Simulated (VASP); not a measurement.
Wanted: the native input for a VASP 6.6.1 run.

- Task: single point
- Functional: r2SCAN
- Potentials or basis: VASP PAW PBE potentials, release 64 (In_d, O)
- Cutoff: 520 eV
- k mesh: 6 × 6 × 6
- Occupations: gaussian, width 0.05 eV
- Spin: no spin polarisation
- Dipole correction: no
- Further INCAR settings: ALGO = Normal; EDIFF = 1e-07; NBANDS = 55

In2O3:

```
In O
1.0
     2.89163    1.66949    4.85342
    -2.89163    1.66949    4.85342
     0.00000   -3.33897    4.85342
In O
4 6
Direct
  0.35707 0.35707 0.35707
  0.14293 0.14293 0.14293
  0.64293 0.64293 0.64293
  0.85707 0.85707 0.85707
  0.54657 0.95343 0.25000
  0.25000 0.54657 0.95343
  0.95343 0.25000 0.54657
  0.45343 0.04657 0.75000
  0.75000 0.45343 0.04657
  0.04657 0.75000 0.45343
```

This cell differs from its parent crystal: strain +0.050 along x and y, +0.000 along z.

The input as run:

POSCAR

```
In2O3
1.0
    2.8916334180      1.6694853323      4.8534198843
   -2.8916334180      1.6694853323      4.8534198843
    0.0000000000     -3.3389706646      4.8534198843
In O
4 6
Direct
    0.3570704061      0.3570704061      0.3570704061
    0.1429295939      0.1429295939      0.1429295939
    0.6429295939      0.6429295939      0.6429295939
    0.8570704061      0.8570704061      0.8570704061
    0.5465740402      0.9534259598      0.2500000000
    0.2500000000      0.5465740402      0.9534259598
    0.9534259598      0.2500000000      0.5465740402
    0.4534259598      0.0465740402      0.7500000000
    0.7500000000      0.4534259598      0.0465740402
    0.0465740402      0.7500000000      0.4534259598
```

INCAR.step1

```
ALGO     = Normal         # electronic algorithm
EDIFF    = 1E-4           # SCF threshold, eV
ENCUT    = 520            # plane-wave cutoff, eV
GGA      = PE             # functional
ISMEAR   = 0              # smearing method
LASPH    = T              # aspherical terms in the spheres
LCHARG   = F              # write CHGCAR
LREAL    = F              # projectors in reciprocal space
LWAVE    = T              # write WAVECAR
NBANDS   = 55             # bands
NELM     = 100            # most SCF steps
PREC     = Accurate       # precision mode
SIGMA    = 0.05           # smearing width, eV
```

INCAR.step2

```
ALGO     = Normal         # electronic algorithm
EDIFF    = 1E-7           # SCF threshold, eV
ENCUT    = 520            # plane-wave cutoff, eV
ISIF     = 2              # what is computed and relaxed
ISMEAR   = 0              # smearing method
ISTART   = 1            
LASPH    = T              # aspherical terms in the spheres
LCHARG   = F              # write CHGCAR
LMIXTAU  = T            
LREAL    = F              # projectors in reciprocal space
LWAVE    = F              # write WAVECAR
METAGGA  = R2SCAN         # meta-GGA
NBANDS   = 55             # bands
NELM     = 100            # most SCF steps
PREC     = Accurate       # precision mode
SIGMA    = 0.05           # smearing width, eV
```

KPOINTS

```
k-points
0
Gamma
  6 6 6
```

Potentials or basis: VASP PAW PBE potentials, release 64 (In_d, O).

Run with:

```bash
$ cat potpaw_PBE.64/In_d/POTCAR potpaw_PBE.64/O/POTCAR > POTCAR
$ cp INCAR.step1 INCAR
$ mpirun -np 1 vasp_std > vasp.out
$ cp INCAR.step2 INCAR
$ mpirun -np 1 vasp_std > vasp.out
```

It gave:

| Item | Value |
| --- | --- |
| Pressure | -13.9 GPa |
| Largest force | 0.123 eV/Å |
| Band gap on the k mesh | 1.03 eV (least direct gap 1.24 eV) |

Caveat: the cell differs from its parent crystal (strain +0.050 along x and y, +0.000 along z); the cell stands under tension; the PAW data sets were made with another functional, which shifts forces and pressure a little; spin-orbit coupling is left out, which moves the levels of the heavy elements.

It took 23 min on 1 thread of Intel(R) Xeon(R) 6975P-C (Granite Rapids) (shared host), peak memory 0.44 GiB.
